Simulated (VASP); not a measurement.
Write the native input for VASP 6.6.1 that does the following.

- Task: single point
- Functional: PBE
- Potentials or basis: VASP PAW PBE potentials, release 64 (Li_sv)
- Cutoff: 520 eV
- k mesh: 2 × 2 × 2
- Occupations: fermi-dirac, width 0.1 eV
- Spin: no spin polarisation
- Dipole correction: no
- Further INCAR settings: LREAL = Auto; ALGO = Normal; EDIFF = 1e-06; NBANDS = 38

The structure of Li lies in POSCAR:

```
Li
1.0
    5.6527870000      0.4696770000     -0.1756030000
    0.4696770000      4.7749630000     -0.2766500000
   -0.1756030000     -0.2766500000      6.2228200000
Li
16
Direct
   -0.0514617475     -0.1890453917      0.1082409189
    0.5533545904     -0.0934130865      0.1299616566
   -0.0123039649      0.2804353070      0.0487595358
   -0.0149012088     -0.0358774227      0.5370969776
    0.1865913197      0.2590960229      0.2856012082
    0.4458739499      0.3409048842     -0.0259354859
    0.4928200432      0.0286760328      0.5949511480
    0.7252630860      0.1734606728      0.3748696361
   -0.0178611891      0.5545703723      0.6121959843
    0.2761454575      0.7115113541      0.2817262249
    0.1786046673      0.1483308371      0.7578556412
    0.4072445738      0.6071178612      0.6088513769
    0.7241984216      0.5973059855      0.3233447402
    0.7194319866      0.1909880421      0.7824380678
    0.2594181232      0.7181461438      0.9751093124
    0.7157960112      0.6636135157      0.8480856920
```

The input as run:

INCAR

```
SYSTEM = Li
  PREC = Accurate
  ENCUT = 520
  EDIFF = 1E-6
  ISMEAR = -1
  SIGMA = 0.1
  LREAL = Auto
  LASPH = .True.
  NELM = 100
  ALGO = Normal
  ISIF = 2
  LWAVE = .False.
  LCHARG = .False.
  GGA = PE
  NBANDS = 38
```

KPOINTS

```
regular mesh
0
Gamma
  2 2 2
  0 0 0
```

Potentials or basis: VASP PAW PBE potentials, release 64 (Li_sv).

Command:

```console
$ cat potpaw_PBE.64/Li_sv/POTCAR > POTCAR
$ mpirun -np 1 vasp_std > vasp.out
```

Results of the run:

| Property | Result |
| --- | --- |
| Largest force | 2.410 eV/Å |
| Band gap on the k mesh | zero (band 24 reaches 3.63 eV, above the bottom of band 25 at 2.94 eV) |

Caveat: the k points lie up to 0.67 Å⁻¹ apart; forces of over 1 eV/Å act on the atoms, so gaps and moduli don't describe the material at rest.

Wall time 53 s on 1 thread of AMD EPYC 9R45 96-Core Processor (Zen 5), with other jobs on the host, peak memory 0.21 GiB.
